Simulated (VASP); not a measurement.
Crystal: Si.

```xyz
2
Lattice="-2.3555 2.3555 1.3203 2.3555 -2.3555 1.3203 2.3555 2.3555 -1.3203" Properties=species:S:1:pos:R:3 pbc="T T T"
Si    0.0000    0.0000    1.3203
Si    2.3555    0.0000    0.6602
```

Base run:

* Program: VASP 6.6.1
* Functional: HSE06
* Potentials or basis: VASP PAW PBE potentials, release 64 (Si)
* Cutoff: 520 eV
* k mesh: 8 × 8 × 8
* Occupations: fermi-dirac, width 0.05 eV
* Spin: no spin polarisation

Its results: band gap on the k mesh zero (bands 4 and 5 overlap by 6.17 eV); pressure 3.8 GPa.

Question: The run is repeated on the same cell with these changes: functional from HSE06 to PBE0; further incar settings from ALGO = Normal; EDIFF = 1e-06; NBANDS = 11 to ALGO = Normal; EDIFF = 1e-07; NBANDS = 11. What comes out?

Answer: Band gap on the k mesh zero (bands 4 and 5 overlap by 6.89 eV); pressure 3.3 GPa.

Caveats: the cell stands under pressure; the PAW data sets were made with another functional, which shifts forces and pressure a little.
